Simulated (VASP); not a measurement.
# LiSe3 (P-6m2) in VASP: further runs

The runs below take LiSe3 through single point, relaxation of cell and atoms, with PBE.

All numbers are computed with VASP 6.6.1; they aren't measurements. Logs are shortened: lines on timing, memory, paths and dates and some standing lists are left out, and cuts for length are marked.

**1. The cell of the first run**

Symmetry: P-6m2, No. 187, hexagonal system. The conventional cell has a = 3.964 Å, b = 3.964 Å, c = 7.468 Å, α = 90.00°, β = 90.00°, γ = 120.00°. Li (site symmetry -6m2) has 6 Se at 2.63 Å within 3.5 Å. Se (site symmetry 3m) has 2 Se at 2.43 to 2.60 Å and 3 Li at 2.63 Å within 3.2 Å. Se (site symmetry -6m2) has 2 Se at 2.43 Å within 3.2 Å.

**2. Single point, PBE**

Input file INCAR:

```
SYSTEM = LiSe3
PREC = Accurate ; ENCUT = 520
EDIFF = 1E-6 ; ISMEAR = 0
SIGMA = 0.1 ; LREAL = .FALSE.
LASPH = .TRUE. ; NELM = 100
ALGO = Normal ; ISIF = 2
LWAVE = .FALSE. ; LCHARG = .FALSE.
GGA = PE ; NBANDS = 18
```

Input file KPOINTS:

```
regular mesh
0
G
  12 12 6
  0 0 0
```

Input file POSCAR:

```
LiSe3
1.0
    3.9644340633      0.0000000000      0.0000000000
   -1.9822170317      3.4333006104      0.0000000000
    0.0000000000      0.0000000000      7.4676524062
Li Se
1 3
Direct
    0.0000000000      0.0000000000      0.5000000000
    0.6666666667      0.3333333333      0.6742158393
    0.6666666667      0.3333333333      0.3257841607
    0.6666666667      0.3333333333      0.0000000000
```

Potentials or basis: VASP PAW PBE potentials, release 64 (Li_sv, Se).

Started as:

```
> cat potpaw_PBE.64/Li_sv/POTCAR potpaw_PBE.64/Se/POTCAR > POTCAR
> mpirun -np 1 vasp_std > vasp.out
```

OUTCAR:

```text
SYSTEM = LiSe3
   PREC = Accurate
   ENCUT = 520
   EDIFF = 1E-6
   ISMEAR = 0
   LREAL = .FALSE.
   LASPH = .TRUE.
   NELM = 100
   ISIF = 2
   GGA = PE

 ion  position               nearest neighbor table
   1  0.000  0.000  0.500-   2 2.63   3 2.63   2 2.63   3 2.63   2 2.63   3 2.63
   2  0.667  0.333  0.674-   4 2.43   3 2.60   1 2.63   1 2.63   1 2.63
   3  0.667  0.333  0.326-   4 2.43   2 2.60   1 2.63   1 2.63   1 2.63
   4  0.667  0.333  0.000-   2 2.43   3 2.43

  LATTYP: Found a hexagonal cell.
 ALAT       =     3.9644340633
 C/A-ratio  =     1.8836616493

  Lattice vectors:

 A1 = (   3.9644340633,   0.0000000000,   0.0000000000)
 A2 = (  -1.9822170317,   3.4333006104,   0.0000000000)
 A3 = (   0.0000000000,   0.0000000000,   7.4676524062)

Analysis of symmetry for initial positions (statically):
=====================================================================
 Subroutine PRICEL returns:
 Original cell was already a primitive cell.

 Routine SETGRP: Setting up the symmetry group for a
 hexagonal supercell.

 Subroutine GETGRP returns: Found 12 space group operations
 (whereof 12 operations were pure point group operations)
 out of a pool of 24 trial point group operations.

The static configuration has the point symmetry D_3h.

Analysis of symmetry for dynamics (positions and initial velocities):
=====================================================================
 Subroutine PRICEL returns:
 Original cell was already a primitive cell.

 Routine SETGRP: Setting up the symmetry group for a
 hexagonal supercell.

 Subroutine GETGRP returns: Found 12 space group operations
 (whereof 12 operations were pure point group operations)
 out of a pool of 24 trial point group operations.

The dynamic configuration has the point symmetry D_3h.

 Subroutine INISYM returns: Found 12 space group operations
 (whereof 12 operations are pure point group operations),
 and found     1 'primitive' translations

----------------------------------------------------------------------------------------

                                     Primitive cell

  volume of cell :     101.6429

  direct lattice vectors                    reciprocal lattice vectors
     3.964434063  0.000000000  0.000000000     0.252242813  0.145632456  0.000000000
    -1.982217032  3.433300610  0.000000000     0.000000000  0.291264912  0.000000000
     0.000000000  0.000000000  7.467652406     0.000000000  0.000000000  0.133910893

  length of vectors
     3.964434063  3.964434063  7.467652406     0.291264912  0.291264912  0.133910893

  position of ions in fractional coordinates (direct lattice)
     0.000000000  0.000000000  0.500000000
     0.666666667  0.333333333  0.674215839
     0.666666667  0.333333333  0.325784161
     0.666666667  0.333333333  0.000000000

  ion indices of the primitive-cell ions
   primitive index   ion index
                 1           1
                 2           2
                 3           3
                 4           4

----------------------------------------------------------------------------------------

 KPOINTS: regular mesh

Automatic generation of k-mesh.
 Grid dimensions read from file:
 generate k-points for:   12   12    6

 Generating k-lattice:

  Cartesian coordinates                     Fractional coordinates (reciprocal lattice)
     0.021020234  0.012136038  0.000000000     0.083333333  0.000000000  0.000000000
     0.000000000  0.024272076  0.000000000     0.000000000  0.083333333  0.000000000
     0.000000000  0.000000000  0.022318482     0.000000000  0.000000000  0.166666667

  Length of vectors
     0.024272076  0.024272076  0.022318482

  Shift w.r.t. Gamma in fractional coordinates (k-lattice)
     0.000000000  0.000000000  0.000000000

 Subroutine IBZKPT returns following result:
 ===========================================

 Found     76 irreducible k-points:

 Following reciprocal coordinates:
            Coordinates               Weight
  0.000000  0.000000  0.000000      1.000000
  0.083333 -0.000000  0.000000      6.000000
  0.166667  0.000000  0.000000      6.000000
  0.250000  0.000000  0.000000      6.000000
  0.333333  0.000000  0.000000      6.000000
  0.416667  0.000000  0.000000      6.000000
[... 16 lines left out ...]
  0.250000  0.000000  0.166667     12.000000
  0.333333  0.000000  0.166667     12.000000
 [... further k-points ...]
   k-points           NKPTS =     76   k-points in BZ     NKDIM =     76   number of bands    NBANDS=     18
   number of dos      NEDOS =    301   number of ions     NIONS =      4
   total plane-waves  NPLWV =  50400
   dimension x,y,z NGX =    30 NGY =   30 NGZ =   56
   dimension x,y,z NGXF=    60 NGYF=   60 NGZF=  112
   ions per type =               1   3
   NGX,Y,Z   is equivalent  to a cutoff of  12.58, 12.58, 12.47 a.u.
   NGXF,Y,Z  is equivalent  to a cutoff of  25.16, 25.16, 24.93 a.u.
 SYSTEM =  LiSe3
   PREC   = accura    normal or accurate (medium, high low for compatibility)
   ISTART =      0    job   : 0-new  1-cont  2-samecut
   ICHARG =      2    charge: 1-file 2-atom 10-const
   ISPIN  =      1    spin polarized calculation?
   LNONCOLLINEAR =      F non collinear calculations
   LSORBIT =      F    spin-orbit coupling
   LASPH  =      T    aspherical Exc in radial PAW
   ENCUT  =  520.0 eV  38.22 Ry    6.18 a.u.   7.37  7.37 13.88*2*pi/ulx,y,z
   NELM   =    100;   NELMIN=  2; NELMDL= -5     # of ELM steps
   EDIFF  = 0.1E-05   stopping-criterion for ELM
   LREAL  =      F    real-space projection
   EDIFFG = 0.1E-04   stopping-criterion for IOM
   NSW    =      0    number of steps for IOM
   IBRION =     -1    ionic relax: 0-MD 1-quasi-New 2-CG
   NFREE  =      0    steps in history (QN), initial steepest desc. (CG)
   ISIF   =      2    stress and relaxation
   ISYM   =      2    0-nonsym 1-usesym 2-fastsym
   POTIM  = 0.5000    time-step for ionic-motion
   TEBEG  =    0.0;   TEEND  =   0.0 temperature during run
   PSTRESS=    0.0 pullay stress
   NELECT =      21.0000    total number of electrons
   NUPDOWN=      -1.0000    fix difference up-down
   EMIN   =  10.00;   EMAX   =-10.00  energy-range for DOS
   EFERMI =   0.00;   METHOD = LEGACY
   ISMEAR =     0;   SIGMA  =   0.10  broadening in eV -4-tet -1-fermi 0-gaus
   EFERMI_NEDOS =   21; number of points for ismear=-14 and -15
   IALGO  =     38    algorithm
   IMIX   =      4    mixing-type and parameters
     AMIX     =   0.40;   BMIX     =  1.00
     AMIX_MAG =   1.60;   BMIX_MAG =  1.00
  volume/ion in A,a.u.               =      25.41       171.48
  Fermi-wavevector in a.u.,A,eV,Ry     =   0.967807  1.828891 12.743910  0.936651
  Thomas-Fermi vector in A             =   2.097724
   LORBIT       =      0    0 simple, 1 ext, 2 COOP (PROOUT), +10 PAW based schemes
   GGA     = PE    functional components
   LHFCALC =     F    Hartree Fock is set to
   AEXX    =    0.0000 exact exchange contribution
   IVDW    =     0    specifies the selected vdW correction
   LEPSILON=     F    determine dielectric tensor
   LRPA    =     F    only Hartree local field effects (RPA)
 non-spin polarized calculation
 Gauss-broadening in eV      SIGMA  =   0.10
  energy-cutoff  :      520.00
  volume of cell :      101.64
 maximum number of plane-waves:      2776
 NGX is ok and might be reduce to    30
   NGX = 15   NGY = 15   NGZ = 27

 number of electron      21.0000008 magnetization

 Free energy of the ion-electron system (eV)
  ---------------------------------------------------
  ext. energy  EPLUGINS =         0.00000000
  ---------------------------------------------------
  free energy    TOTEN  =       -13.16390862 eV

  energy without entropy =      -13.15550367  energy(sigma->0) =      -13.15970614

 E-fermi :   1.5265     XC(G=0):  -8.4143

 val. band max:        1.5158890999   @ k =   0.3333   0.0000   0.0000
 cond. band min:       1.5327530849   @ k =   0.3333   0.3333   0.5000
 fundamental gap:      0.0168639851
 Fermi energy:         1.5265212844

 k-point     1 :       0.0000    0.0000    0.0000
  band No.  band energies     occupation
      1     -43.8330      2.00000
      2     -12.9634      2.00000
      3     -10.7542      2.00000
      4     -10.3593      2.00000
      5      -1.8475      2.00000
      6      -1.3794      2.00000
[... 10 lines left out ...]
     17       8.3582      0.00000
     18       8.3665      0.00000

 k-point     2 :       0.0833   -0.0000    0.0000
  band No.  band energies     occupation
      1     -43.8330      2.00000
      2     -12.9424      2.00000
      3     -10.7307      2.00000
      4     -10.3389      2.00000
      5      -1.8267      2.00000
      6      -1.3617      2.00000
[... 10 lines left out ...]
     17       8.5499      0.00000
     18       8.5579      0.00000

 k-point     3 :       0.1667    0.0000    0.0000
  band No.  band energies     occupation
      1     -43.8329      2.00000
      2     -12.8837      2.00000
      3     -10.6652      2.00000
      4     -10.2823      2.00000
      5      -1.7690      2.00000
      6      -1.3140      2.00000
[... 10 lines left out ...]
     17       9.0235      0.00000
     18       9.0812      0.00000

 k-point     4 :       0.2500    0.0000    0.0000
  band No.  band energies     occupation
      1     -43.8327      2.00000
      2     -12.8008      2.00000
      3     -10.5725      2.00000
      4     -10.2024      2.00000
      5      -1.6955      2.00000
      6      -1.6869      2.00000
[... 10 lines left out ...]
     17       9.3918      0.00000
     18       9.8038      0.00000

 k-point     5 :       0.3333    0.0000    0.0000
  band No.  band energies     occupation
      1     -43.8325      2.00000
      2     -12.7145      2.00000
      3     -10.4756      2.00000
      4     -10.1193      2.00000
      5      -2.2416      2.00000
      6      -1.5999      2.00000
[... 10 lines left out ...]
     17       9.7080      0.00000
     18       9.9816      0.00000

 k-point     6 :       0.4167    0.0000    0.0000
  band No.  band energies     occupation
      1     -43.8323      2.00000
      2     -12.6490      2.00000
      3     -10.4018      2.00000
      4     -10.0561      2.00000
      5      -2.6040      2.00000
      6      -1.5306      2.00000
[... 10 lines left out ...]
     17       9.5480      0.00000
     18       9.6898      0.00000

 k-point     7 :       0.5000    0.0000    0.0000
  band No.  band energies     occupation
      1     -43.8322      2.00000
      2     -12.6245      2.00000
      3     -10.3741      2.00000
      4     -10.0325      2.00000
      5      -2.7305      2.00000
      6      -1.5027      2.00000
[... 10 lines left out ...]
     17       9.4906      0.00000
     18       9.5793      0.00000

 k-point     8 :       0.0833    0.0833    0.0000
  band No.  band energies     occupation
      1     -43.8329      2.00000
      2     -12.9024      2.00000
      3     -10.6862      2.00000
      4     -10.3005      2.00000
      5      -1.7875      2.00000
      6      -1.3284      2.00000
[... 10 lines left out ...]
     17       8.8503      0.00000
     18       8.9872      0.00000
[... 229 lines left out ...]
     17      10.1022      0.00000
     18      10.1889      0.00000

 k-point    20 :       0.0000    0.0000    0.1667
  band No.  band energies     occupation
      1     -43.8330      2.00000
      2     -12.8955      2.00000
      3     -11.2831      2.00000
      4      -9.7708      2.00000
      5      -3.0982      2.00000
      6      -0.1895      2.00000
[... 10 lines left out ...]
     17       8.3688      0.00000
     18       8.6292      0.00000

 k-point    21 :       0.0833   -0.0000    0.1667
  band No.  band energies     occupation
      1     -43.8330      2.00000
      2     -12.8744      2.00000
      3     -11.2612      2.00000
      4      -9.7488      2.00000
      5      -3.0790      2.00000
      6      -0.4291      2.00000
[... 10 lines left out ...]
     17       8.5555      0.00000
     18       8.8625      0.00000

 k-point    22 :       0.1667    0.0000    0.1667
  band No.  band energies     occupation
      1     -43.8329      2.00000
      2     -12.8156      2.00000
      3     -11.2000      2.00000
      4      -9.6873      2.00000
      5      -3.0256      2.00000
      6      -0.9923      2.00000
[... 10 lines left out ...]
     17       9.0636      0.00000
     18       9.1905      0.00000

 k-point    23 :       0.2500    0.0000    0.1667
  band No.  band energies     occupation
      1     -43.8327      2.00000
      2     -12.7326      2.00000
      3     -11.1135      2.00000
      4      -9.6004      2.00000
      5      -2.9504      2.00000
      6      -1.6292      2.00000
[... 10 lines left out ...]
     17       9.1888      0.00000
     18       9.6973      0.00000

 k-point    24 :       0.3333    0.0000    0.1667
  band No.  band energies     occupation
      1     -43.8325      2.00000
      2     -12.6462      2.00000
      3     -11.0234      2.00000
      4      -9.5097      2.00000
      5      -2.8727      2.00000
      6      -2.1746      2.00000
[... 10 lines left out ...]
     17       9.6917      0.00000
     18      10.0754      0.00000

 [... further k-points ...]
[... 5 lines left out ...]
  --------------------------------------------------------------------------------------
  -------------------------------------------------------------------------------------
  Total       -0.0017865     -0.0017865      0.0538022      0.0000000     -0.0000000      0.0000000
  in kB       -0.0281609     -0.0281609      0.8480729      0.0000000     -0.0000000      0.0000000
  external PRESSURE =       0.2639170 kB  Pullay stress =       0.0000000 kB

 VOLUME and BASIS-vectors are now :
 -----------------------------------------------------------------------------
  energy-cutoff  :      520.00
  volume of cell :      101.64
      direct lattice vectors                 reciprocal lattice vectors
     3.964434063  0.000000000  0.000000000     0.252242813  0.145632456  0.000000000
    -1.982217032  3.433300610  0.000000000     0.000000000  0.291264912  0.000000000
     0.000000000  0.000000000  7.467652406     0.000000000  0.000000000  0.133910893

 POSITION                                       TOTAL-FORCE (eV/Angst)
 -----------------------------------------------------------------------------------
      0.00000      0.00000      3.73383         0.000000     -0.000000      0.000000
      1.98222      1.14443      5.03481         0.000000      0.000000     -0.004810
      1.98222      1.14443      2.43284        -0.000000      0.000000      0.004810
      1.98222      1.14443      0.00000         0.000000     -0.000000      0.000000
 -----------------------------------------------------------------------------------
    total drift:                               -0.000000      0.000000      0.000000

  FREE ENERGIE OF THE ION-ELECTRON SYSTEM (eV)
  ---------------------------------------------------
  free  energy   TOTEN  =       -13.1639086176 eV

  energy  without entropy=      -13.1555036665  energy(sigma->0) =      -13.15970614
```

Run time: 55 s. Hardware: 1 thread of Intel Xeon 6975P-C (Granite Rapids), shared host; peak memory 0.28 GiB.

What came out:

```yaml
Free_energy: -13.1639 eV
Largest_force: 0.005 eV/Å
```

Forces on the atoms (eV/Å):
```
Li   0.000  0.000  0.000
Se   0.000  0.000 -0.005
Se   0.000  0.000  0.005
Se   0.000  0.000  0.000
```

Levels at points of the mesh, in eV from the Fermi level:
| k point | band 7 | band 8 | band 9 | band 10 | band 11 | band 12 | band 13 | band 14 |
| --- | --- | --- | --- | --- | --- | --- | --- | --- |
| (0.00, 0.00, 0.00) | -1.78 | -1.78 | 0.16 | 0.16 | 0.43 | 0.43 | 3.82 | 5.71 |
| (0.50, 0.00, 0.00) | -2.62 | -2.44 | -2.32 | -1.77 | -0.38 | -0.14 | 4.61 | 6.59 |
| (0.00, 0.00, 0.50) | -1.32 | -1.09 | -1.09 | 1.44 | 1.44 | 1.87 | 2.71 | 4.35 |
| (0.50, 0.00, 0.50) | -3.53 | -2.04 | -1.64 | -0.69 | 0.97 | 2.26 | 3.01 | 4.69 |

Caveat: the cutoff is under 1.25 times the usual one of these potentials, so pressure, stress and relaxed cells hold a basis-set (Pulay) error.

[end of part 1 of 2]
